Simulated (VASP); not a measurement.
Runs of VASP 6.6.1 on Si2Mo. The structure is that of space group I4/mmm (No. 139), or close to it. The cells are those of the table. 

| task | cell | gap on the mesh (eV) | pressure (GPa) | largest force (eV/Å) |
| --- | --- | --- | --- | --- |
| electric field gradients | a = 4.558 Å, angles 138.0, 138.0, 60.8°, 3 atoms | none | -9.7 | 0.37 |
| electric field gradients | a = 4.624 Å, angles 138.7, 138.7, 59.9°, 3 atoms | none | -13.2 | 0.41 |
| single point | a = 4.443 Å, angles 138.7, 138.7, 59.9°, 3 atoms | none | (b) | 0.23 |
| single point | a = 4.502 Å, angles 139.7, 139.7, 58.4°, 3 atoms | none | 11.9 | 0.22 |
| single point | a = 4.474 Å, angles 138.7, 138.7, 59.9°, 3 atoms | none | 7.1 | 0.26 |
| electric field gradients | a = 4.541, b = 4.541, c = 4.557 Å, angles 138.8, 138.8, 60.1°, 3 atoms | none | (a) | 0.33 |

Alike in all rows: level PBEsol; potentials or basis VASP PAW PBE potentials, release 64 (Si, Mo_sv); no spin polarisation; k mesh 12 × 12 × 16; cutoff (eV) 520; smearing fermi-dirac 0.03 eV.

Estimate the missing entries.

(a) -2.3; (b) 12.7.

Caveats: the PAW data sets were made with another functional, which shifts forces and pressure a little; the cell stands under pressure (at least some runs); the cell stands under tension (at least some runs).

A k mesh can miss the band edges, and the runs leave out spin-orbit coupling on Mo.

A gap of «none» marks levels without a gap at the run's occupations.
